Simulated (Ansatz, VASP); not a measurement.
**Al in VASP and in Ansatz**

The input INCAR:

```
ALGO     = Normal         # electronic algorithm
EDIFF    = 1E-6           # SCF threshold, eV
ENCUT    = 520            # plane-wave cutoff, eV
GGA      = PE             # functional
ISIF     = 2              # what is computed and relaxed
ISMEAR   = 0              # smearing method
IVDW     = 12             # dispersion correction
LASPH    = True           # aspherical terms in the spheres
LCHARG   = False          # write CHGCAR
LREAL    = False          # projectors in reciprocal space
LWAVE    = False          # write WAVECAR
NBANDS   = 14             # bands
NELM     = 60             # most SCF steps
PREC     = Accurate       # precision mode
SIGMA    = 0.15           # smearing width, eV
```

The input KPOINTS:

```
k-points
0
Gamma
  18 18 6
```

File POSCAR:

```
Al
1.0
    2.7992194178      0.0000000000      0.0000000000
   -1.3996097089      2.4241951266      0.0000000000
    0.0000000000      0.0000000000      9.6435908163
Al
4
Direct
    0.0000000000      0.0000000000      0.0000000000
    0.3333333333      0.6666666667      0.2500000000
    0.0000000000      0.0000000000      0.5000000000
    0.6666666667      0.3333333333      0.7500000000
```

Input for Ansatz:

```yaml
crystal:
  lattice:
    - [2.7992194178, 0.0, 0.0]
    - [-1.3996097089, 2.4241951266, 0.0]
    - [0.0, 0.0, 9.6435908163]
  atoms:
    - { symbol: Al, position: [0.0, 0.0, 0.0] }
    - { symbol: Al, position: [0.3333333333, 0.6666666667, 0.25] }
    - { symbol: Al, position: [0.0, 0.0, 0.5] }
    - { symbol: Al, position: [0.6666666667, 0.3333333333, 0.75] }
basis:
  ecutwfc: 420
kpoints:
  mp_grid: { grid: [18, 18, 6] }
hamiltonian:
  xc: pbe
  dispersion: d3bj
scf:
  occupations: { method: gaussian, width: 0.15 }
output:
  forces: true
  stress: true
  eigenvalues: true
```

Alike in both runs: task single point; functional PBE; dispersion D3(BJ); k mesh 18 × 18 × 6; occupations gaussian, width 0.15 eV; no spin polarisation.

```csv
,VASP,Ansatz
version,VASP 6.6.1,Ansatz 0.2.0
potentials or method,"VASP PAW PBE potentials, release 64 (Al), cutoff 520 eV","scalar-relativistic, plane waves, PAW"
valence electrons in the cell,12,12
```

```csv
,VASP,Ansatz,Ansatz less VASP
gap on the k mesh at the Fermi level (eV),none,none,-
pressure (GPa),-2.2,-2.2,+0.03
"traceless stress, the component that is largest in VASP (GPa)",-2.11,-2.12,-0.010
```

A gap of «none» marks a metal or a gap that the smearing closes.
